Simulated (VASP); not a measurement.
Runs of VASP 6.6.1 on CdS. The structure is that of space group P-6m2 (No. 187), or close to it. The cells are those of the table. 

```csv
cell,gap on the mesh (eV),pressure (GPa),largest force (eV/Å)
"a = 4.233, b = 4.233, c = 5.765 Å, angles 90.0, 90.0, 120.0°, 2 atoms",1.94,-0.1,0.01
"a = 4.289, b = 4.289, c = 5.843 Å, angles 90.0, 90.0, 120.0°, 2 atoms",(a),(c),0.02
"a = 4.174, b = 4.174, c = 5.686 Å, angles 90.0, 90.0, 120.0°, 2 atoms",2.00,1.3,0.01
"a = 4.345, b = 4.345, c = 5.918 Å, angles 90.0, 90.0, 120.0°, 2 atoms",1.76,-2.1,0.03
"a = 4.317, b = 4.317, c = 5.881 Å, angles 90.0, 90.0, 120.0°, 2 atoms",1.83,(b),0.02
```

Alike in all rows: task single point; level r2SCAN; potentials or basis VASP PAW PBE potentials, release 64 (Cd, S); no spin polarisation; k mesh 6 × 6 × 4; cutoff (eV) 520; smearing gaussian 0.01 eV.

Problem. Estimate the missing entries.

Solution. (a) 1.87; (b) -1.7; (c) -1.2.

Caveats: the PAW data sets were made with another functional, which shifts forces and pressure a little.

A k mesh can miss the band edges, and the runs leave out spin-orbit coupling on Cd.
